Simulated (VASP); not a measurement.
K8MgZn7F24, 40 atoms in the cell. The typed cell holds 40 atoms: a = 8.090 Å, b = 8.090 Å, c = 8.090 Å, α = 90.00°, β = 90.00°, γ = 90.00°. 

| Item | Value |
| --- | --- |
| Program | VASP 6.6.1 |
| Task | single point |
| Functional | r2SCAN |
| Potentials or basis | VASP PAW PBE potentials, release 64 (K_sv, Zn, Mg, F) |
| Cutoff | 520 eV |
| k mesh | 1 × 1 × 1, shifted |
| Occupations | fermi-dirac, width 0.05 eV |
| Spin | no spin polarisation |
| Dipole correction | no |
| Further INCAR settings | LREAL = Auto; ALGO = Normal; EDIFF = 1e-06; NBANDS = 189; ISYM = 0 |

Potentials or basis: VASP PAW PBE potentials, release 64 (K_sv, Zn, Mg, F).

Command:

```console
$ cat potpaw_PBE.64/K_sv/POTCAR potpaw_PBE.64/Zn/POTCAR potpaw_PBE.64/Mg/POTCAR potpaw_PBE.64/F/POTCAR > POTCAR
$ cp INCAR.step1 INCAR
$ mpirun -np 1 vasp_std > vasp.out
$ cp INCAR.step2 INCAR
$ mpirun -np 1 vasp_std > vasp.out
```

Hardware: 1 thread of Intel Xeon 8259CL (shared host).

Problem. Estimate the wall time of this run.

Solution. Wall time 79 min on 1 thread of Intel Xeon 8259CL, with other jobs on the host, peak memory 0.73 GiB. Counts: k points 4.
